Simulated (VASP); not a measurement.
# Ca15S16 (a cell with a defect) in VASP: single point with PBE

Aim: the single point of Ca15S16 (a cell with a defect) with PBE.

All numbers are computed with VASP 6.6.1; they aren't measurements. Logs are shortened: lines on timing, memory, paths and dates and some standing lists are left out, and cuts for length are marked.

### Step 1. The cell of the first run

The cell holds a defect, 31 atoms: a = 9.893 Å, b = 9.893 Å, c = 9.893 Å, α = 109.47°, β = 109.47°, γ = 109.47°.

### Step 2. Single point, PBE, collinear spin (atoms taken out, then relaxed in part)

INCAR reads:

```
SYSTEM = Ca15S16
ALGO = Normal
EDIFF = 1E-6
ENCUT = 400
GGA = PE
GGA_COMPAT = .False.
ISIF = 2
ISMEAR = 0
ISPIN = 2
LASPH = .True.
LCHARG = .True.
LELF = .True.
LORBIT = 11
LREAL = Auto
LVHAR = .True.
LWAVE = .False.
MAGMOM = 0 0 0 0 0 0 0 0 0 0 0 0 0 0 0 0.167 0 0.167 0.167 0 0.167 0 0 0 0 0 0 0 0.167 0.167 0
NBANDS = 148
NELECT = 247.0
NELM = 200
PREC = Accurate
SIGMA = 0.01
```

KPOINTS reads:

```
Automatic mesh
0
Gamma
  2 2 2
  0.5 0.5 0.5
```

POSCAR reads:

```
Ca15S16
1.0
   -5.7117999145      5.7117999145      5.7117999145
    5.7117999145     -5.7117999145      5.7117999145
    5.7117999145      5.7117999145     -5.7117999145
Ca S
15 16
Direct
    0.5000000000      0.7469308460      0.7530691540
    0.5000000000      0.0000000000      0.5000000000
    0.7469308460      0.2530691540      0.0000000000
    0.5000000000      0.2530691540      0.2469308460
    0.7469308460      0.5000000000      0.7530691540
    0.7469308460      0.7469308460      0.4938616919
    0.0000000000      0.0000000000      0.0000000000
    0.7469308460     -0.0061383081      0.2469308460
    0.0061383081      0.2530691540      0.7530691540
    0.0000000000      0.5000000000      0.5000000000
    0.2530691540      0.7469308460      0.0000000000
   -0.0061383081      0.7469308460      0.2469308460
    0.2530691540      0.0061383081      0.7530691540
    0.2530691540      0.2530691540      0.5061383081
    0.2530691540      0.5000000000      0.2469308460
    0.5000000000      0.7580900412      0.2580900412
    0.5000000000      0.0000000000      0.0000000000
    0.5000000000      0.2419099588      0.7419099588
    0.7580900412      0.5000000000      0.2580900412
    0.5000000000      0.5000000000      0.5000000000
    0.7580900412      0.7580900412      0.0000000000
    0.7500000000      0.0000000000      0.7500000000
    0.0000000000      0.2500000000      0.2500000000
    0.7500000000      0.2500000000      0.5000000000
    0.0000000000      0.5000000000      0.0000000000
    0.0000000000      0.7500000000      0.7500000000
    0.2500000000      0.0000000000      0.2500000000
    0.0000000000      0.0000000000      0.5000000000
    0.2419099588      0.2419099588      0.0000000000
    0.2419099588      0.5000000000      0.7419099588
    0.2500000000      0.7500000000      0.5000000000
```

Potentials or basis: VASP PAW PBE potentials, release 64 (Ca_sv, S).

Run with:

```console
cat potpaw_PBE.64/Ca_sv/POTCAR potpaw_PBE.64/S/POTCAR > POTCAR
mpirun -np 1 vasp_std > vasp.out
```

OUTCAR:

```text
SYSTEM = Ca15S16
   EDIFF = 1E-6
   ENCUT = 400
   GGA = PE
   ISIF = 2
   ISMEAR = 0
   ISPIN = 2
   LASPH = .True.
   LORBIT = 11
   LREAL = Auto
   NELECT = 247.0
   NELM = 200
   PREC = Accurate

 ion  position               nearest neighbor table
   1  0.500  0.747  0.753-  21 2.82  30 2.82  17 2.86  20 2.86  22 2.89  31 2.89
   2  0.500  0.000  0.500-  16 2.76  18 2.76  22 2.86  24 2.86  27 2.86  31 2.86
   3  0.747  0.253  0.000-  18 2.82  19 2.82  17 2.86  25 2.86  23 2.89  22 2.89
   4  0.500  0.253  0.247-  19 2.82  29 2.82  20 2.86  17 2.86  27 2.89  24 2.89
   5  0.747  0.500  0.753-  18 2.82  21 2.82  20 2.86  25 2.86  24 2.89  26 2.89
   6  0.747  0.747  0.494-  16 2.82  19 2.82  28 2.86  20 2.86  26 2.89  22 2.89
   7  0.000  0.000  0.000-  21 2.76  29 2.76  23 2.86  26 2.86  27 2.86  22 2.86
   8  0.747  0.994  0.247-  16 2.82  21 2.82  28 2.86  17 2.86  24 2.89  23 2.89
   9  0.006  0.253  0.753-  30 2.82  29 2.82  28 2.86  25 2.86  22 2.89  24 2.89
  10  0.000  0.500  0.500-  19 2.76  30 2.76  24 2.86  26 2.86  23 2.86  31 2.86
  11  0.253  0.747  0.000-  16 2.82  30 2.82  25 2.86  17 2.86  27 2.89  26 2.89
  12  0.994  0.747  0.247-  19 2.82  21 2.82  28 2.86  25 2.86  27 2.89  31 2.89
  13  0.253  0.006  0.753-  18 2.82  29 2.82  28 2.86  17 2.86  26 2.89  31 2.89
  14  0.253  0.253  0.506-  18 2.82  30 2.82  28 2.86  20 2.86  23 2.89  27 2.89
  15  0.253  0.500  0.247-  16 2.82  29 2.82  25 2.86  20 2.86  23 2.89  31 2.89
  16  0.500  0.758  0.258-   2 2.76   8 2.82   6 2.82  11 2.82  15 2.82
  17  0.500  0.000  0.000-   1 2.86   4 2.86   3 2.86  11 2.86   8 2.86  13 2.86
  18  0.500  0.242  0.742-   2 2.76  13 2.82  14 2.82   3 2.82   5 2.82
  19  0.758  0.500  0.258-  10 2.76  12 2.82   6 2.82   4 2.82   3 2.82
  20  0.500  0.500  0.500-   1 2.86   4 2.86   5 2.86  15 2.86  14 2.86   6 2.86
  21  0.758  0.758  0.000-   7 2.76   8 2.82  12 2.82   5 2.82   1 2.82
  22  0.750  0.000  0.750-   2 2.86   7 2.86   3 2.89   1 2.89   6 2.89   9 2.89
  23  0.000  0.250  0.250-   7 2.86  10 2.86   3 2.89  15 2.89  14 2.89   8 2.89
  24  0.750  0.250  0.500-   2 2.86  10 2.86   5 2.89   4 2.89   9 2.89   8 2.89
  25  0.000  0.500  0.000-   5 2.86  15 2.86  11 2.86   3 2.86  12 2.86   9 2.86
  26  0.000  0.750  0.750-   7 2.86  10 2.86   5 2.89  11 2.89   6 2.89  13 2.89
  27  0.250  0.000  0.250-   2 2.86   7 2.86   4 2.89  11 2.89  12 2.89  14 2.89
  28  0.000  0.000  0.500-   8 2.86   9 2.86  12 2.86  13 2.86   6 2.86  14 2.86
  29  0.242  0.242  0.000-   7 2.76   9 2.82  13 2.82   4 2.82  15 2.82
  30  0.242  0.500  0.742-  10 2.76   9 2.82  14 2.82  11 2.82   1 2.82
  31  0.250  0.750  0.500-   2 2.86  10 2.86   1 2.89  15 2.89  13 2.89  12 2.89

  LATTYP: Found a body centered cubic cell.
 ALAT       =    11.4235998290

  Lattice vectors:

 A1 = (  -5.7117999145,   5.7117999145,   5.7117999145)
 A2 = (   5.7117999145,  -5.7117999145,   5.7117999145)
 A3 = (   5.7117999145,   5.7117999145,  -5.7117999145)

Analysis of symmetry for initial positions (statically):
=====================================================================
 Subroutine PRICEL returns:
 Original cell was already a primitive cell.

 Routine SETGRP: Setting up the symmetry group for a
 body centered cubic supercell.

 Subroutine GETGRP returns: Found 48 space group operations
 (whereof 16 operations were pure point group operations)
 out of a pool of 48 trial point group operations.

The static configuration has the point symmetry D_4h.
 The point group associated with its full space group is O_h .

Analysis of symmetry for dynamics (positions and initial velocities):
=====================================================================
 Subroutine PRICEL returns:
 Original cell was already a primitive cell.

 Routine SETGRP: Setting up the symmetry group for a
 body centered cubic supercell.

 Subroutine GETGRP returns: Found 48 space group operations
 (whereof 16 operations were pure point group operations)
 out of a pool of 48 trial point group operations.

The dynamic configuration has the point symmetry D_4h.
 The point group associated with its full space group is O_h .

Analysis of structural, dynamic, and magnetic symmetry:
=====================================================================
 Subroutine PRICEL returns:
 Original cell was already a primitive cell.

 Routine SETGRP: Setting up the symmetry group for a
 body centered cubic supercell.

 Subroutine GETGRP returns: Found 48 space group operations
 (whereof 16 operations were pure point group operations)
 out of a pool of 48 trial point group operations.

[... 126 lines left out ...]
 SYSTEM =  Ca15S16
   PREC   = accura    normal or accurate (medium, high low for compatibility)
   ISTART =      0    job   : 0-new  1-cont  2-samecut
   ICHARG =      2    charge: 1-file 2-atom 10-const
   ISPIN  =      2    spin polarized calculation?
   LNONCOLLINEAR =      F non collinear calculations
   LSORBIT =      F    spin-orbit coupling
   LASPH  =      T    aspherical Exc in radial PAW
   ENCUT  =  400.0 eV  29.40 Ry    5.42 a.u.  16.13 16.13 16.13*2*pi/ulx,y,z
   NELM   =    200;   NELMIN=  2; NELMDL= -5     # of ELM steps
   EDIFF  = 0.1E-05   stopping-criterion for ELM
   LREAL  =      T    real-space projection
   EDIFFG = 0.1E-04   stopping-criterion for IOM
   NSW    =      0    number of steps for IOM
   IBRION =     -1    ionic relax: 0-MD 1-quasi-New 2-CG
   NFREE  =      0    steps in history (QN), initial steepest desc. (CG)
   ISIF   =      2    stress and relaxation
   ISYM   =      2    0-nonsym 1-usesym 2-fastsym
   POTIM  = 0.5000    time-step for ionic-motion
   TEBEG  =    0.0;   TEEND  =   0.0 temperature during run
   PSTRESS=    0.0 pullay stress
   NELECT =     247.0000    total number of electrons
   NUPDOWN=      -1.0000    fix difference up-down
   EMIN   =  10.00;   EMAX   =-10.00  energy-range for DOS
   EFERMI =   0.00;   METHOD = LEGACY
   ISMEAR =     0;   SIGMA  =   0.01  broadening in eV -4-tet -1-fermi 0-gaus
   EFERMI_NEDOS =   21; number of points for ismear=-14 and -15
   IALGO  =     38    algorithm
   IMIX   =      4    mixing-type and parameters
     AMIX     =   0.40;   BMIX     =  1.00
     AMIX_MAG =   1.60;   BMIX_MAG =  1.00
  volume/ion in A,a.u.               =      24.04       162.26
  Fermi-wavevector in a.u.,A,eV,Ry     =   1.132872  2.140818 17.461702  1.283399
  Thomas-Fermi vector in A             =   2.269574
   LORBIT       =     11    0 simple, 1 ext, 2 COOP (PROOUT), +10 PAW based schemes
   GGA     = PE    functional components
   LHFCALC =     F    Hartree Fock is set to
   AEXX    =    0.0000 exact exchange contribution
   IVDW    =     0    specifies the selected vdW correction
   LEPSILON=     F    determine dielectric tensor
   LRPA    =     F    only Hartree local field effects (RPA)
 spin polarized calculation
 Gauss-broadening in eV      SIGMA  =   0.01
  energy-cutoff  :      400.00
  volume of cell :      745.38
 maximum number of plane-waves:     13556
 NGX is ok and might be reduce to    70
   NGX = 33   NGY = 33   NGZ = 33

 number of electron     247.0000043 magnetization       0.9999999

 Free energy of the ion-electron system (eV)
  ---------------------------------------------------
  ext. energy  EPLUGINS =         0.00000000
  ---------------------------------------------------
  free energy    TOTEN  =      -154.41070356 eV

  energy without entropy =     -154.40684700  energy(sigma->0) =     -154.40877528

 E-fermi :   2.2675     XC(G=0):  -9.1229

 val. band max:        2.2644312487   @ k =  -0.2500   0.2500   0.2500
 cond. band min:       2.3064865054   @ k =   0.2500   0.2500   0.2500
 fundamental gap:      0.0420552567
 Fermi energy:         2.2674768855

 spin component 1

 k-point     1 :       0.2500    0.2500    0.2500
  band No.  band energies     occupation
      1     -36.9482      1.00000
      2     -36.9474      1.00000
      3     -36.9474      1.00000
      4     -36.9474      1.00000
      5     -36.9426      1.00000
      6     -36.9426      1.00000
[... 265 lines left out ...]
    134       7.1374      0.00000
    135       7.1374      0.00000
 Fermi energy:         2.2674768855

 spin component 2

 k-point     1 :       0.2500    0.2500    0.2500
  band No.  band energies     occupation
      1     -36.9486      1.00000
      2     -36.9478      1.00000
      3     -36.9478      1.00000
      4     -36.9478      1.00000
      5     -36.9430      1.00000
      6     -36.9430      1.00000
[... 265 lines left out ...]
    134       7.1446      0.00000
    135       7.1446      0.00000
 [bands above 135 left out]

------------------------ aborting loop because EDIFF is reached ----------------------------------------

  FORCE on cell =-STRESS in cart. coord.  units (eV):
  Direction    XX          YY          ZZ          XY          YZ          ZX
  --------------------------------------------------------------------------------------
  -------------------------------------------------------------------------------------
  Total        7.0398446      7.0398446      7.0398446      0.0000000     -0.0000000      0.0000000
  in kB       15.1319433     15.1319433     15.1319433      0.0000000     -0.0000000      0.0000000
  external PRESSURE =      15.1319433 kB  Pullay stress =       0.0000000 kB

 VOLUME and BASIS-vectors are now :
 -----------------------------------------------------------------------------
  energy-cutoff  :      400.00
  volume of cell :      745.38
      direct lattice vectors                 reciprocal lattice vectors
    -5.711799915  5.711799915  5.711799915     0.000000000  0.087538080  0.087538080
     5.711799915 -5.711799915  5.711799915     0.087538080  0.000000000  0.087538080
     5.711799915  5.711799915 -5.711799915     0.087538080  0.087538080  0.000000000

 POSITION                                       TOTAL-FORCE (eV/Angst)
 -----------------------------------------------------------------------------------
      5.71180      2.89096      2.82084        -0.000000     -0.001176      0.001176
      0.00000      5.71180      0.00000        -0.000000      0.000000      0.000000
     -2.82084      2.82084      5.71180        -0.001176      0.001176      0.000000
      0.00000      2.82084      2.89096        -0.000000      0.001176     -0.001176
      2.89096      5.71180      2.82084        -0.001176      0.000000      0.001176
      2.82084      2.82084      5.71180         0.001176      0.001176      0.000000
[... 23 lines left out ...]
      5.71180      2.76348      0.00000        -0.000000      0.014087      0.000000
      5.71180     -0.00000      2.85590        -0.000000     -0.000000      0.000000
 -----------------------------------------------------------------------------------
    total drift:                                0.000000      0.000000     -0.000000

  FREE ENERGIE OF THE ION-ELECTRON SYSTEM (eV)
  ---------------------------------------------------
  free  energy   TOTEN  =      -154.4107035576 eV

  energy  without entropy=     -154.4068469993  energy(sigma->0) =     -154.40877528

 total charge

# of ion       s       p       d       tot
------------------------------------------
    1        2.032   5.856   0.242   8.131
    2        2.036   5.860   0.263   8.159
    3        2.032   5.856   0.242   8.131
    4        2.032   5.856   0.242   8.131
    5        2.032   5.856   0.242   8.131
    6        2.032   5.856   0.242   8.131
[... 23 lines left out ...]
   30        1.321   2.453   0.000   3.775
   31        1.317   2.463   0.000   3.779
--------------------------------------------------
tot         51.584 127.255   3.700 182.539

 magnetization (x)

# of ion       s       p       d       tot
------------------------------------------
    1       -0.000   0.000  -0.000  -0.000
    2       -0.000   0.003  -0.002   0.001
    3       -0.000   0.000  -0.000  -0.000
    4       -0.000   0.000  -0.000  -0.000
    5       -0.000   0.000  -0.000  -0.000
    6       -0.000   0.000  -0.000  -0.000
[... 23 lines left out ...]
   30        0.002   0.064   0.000   0.066
   31        0.001   0.028   0.000   0.029
--------------------------------------------------
tot          0.014   0.599  -0.010   0.603
```

Run time: 12 min. Hardware: 1 thread of Intel Xeon Platinum 8488C (Sapphire Rapids), shared host; peak memory 1 GiB.

Results:

```yaml
Free_energy: -154.4107 eV
Largest_force: 0.014 eV/Å
Net_moment: 1.00 μB per cell
Site_moments: Ca -0.00, +0.00 (each value once); S +0.07, +0.01, +0.03 (each value once) μB
Valence_electrons_inside_the_program's_atomic_spheres: Ca 8.13, 8.16 (each value once); S 3.77, 3.79, 3.78 (each value once)
```

Forces in eV/Å, atoms in the order of the input:
```
Ca   0.000 -0.001  0.001
Ca   0.000  0.000  0.000
Ca  -0.001  0.001  0.000
Ca   0.000  0.001 -0.001
Ca  -0.001  0.000  0.001
Ca   0.001  0.001  0.000
Ca   0.000  0.000  0.000
Ca   0.001  0.000  0.001
Ca   0.000 -0.001 -0.001
Ca   0.000  0.000  0.000
Ca   0.001 -0.001  0.000
Ca   0.000  0.001  0.001
Ca  -0.001  0.000 -0.001
Ca  -0.001 -0.001  0.000
Ca   0.001  0.000 -0.001
S   -0.014  0.000  0.000
S    0.000  0.000  0.000
S    0.014  0.000  0.000
S    0.000 -0.014  0.000
S    0.000  0.000  0.000
S    0.000  0.000 -0.014
S    0.000  0.000  0.000
S    0.000  0.000  0.000
S    0.000  0.000  0.000
S    0.000  0.000  0.000
S    0.000  0.000  0.000
S    0.000  0.000  0.000
S    0.000  0.000  0.000
S    0.000  0.000  0.014
S    0.000  0.014  0.000
S    0.000  0.000  0.000
```

Caveat: the k points lie up to 0.39 Å⁻¹ apart; the cell carries a net charge on a neutralising background, which shifts energy and pressure; the cell differs from its parent crystal (atoms taken out, then relaxed in part); the cell is charged against a uniform background, so pressure and absolute levels hang on convention.
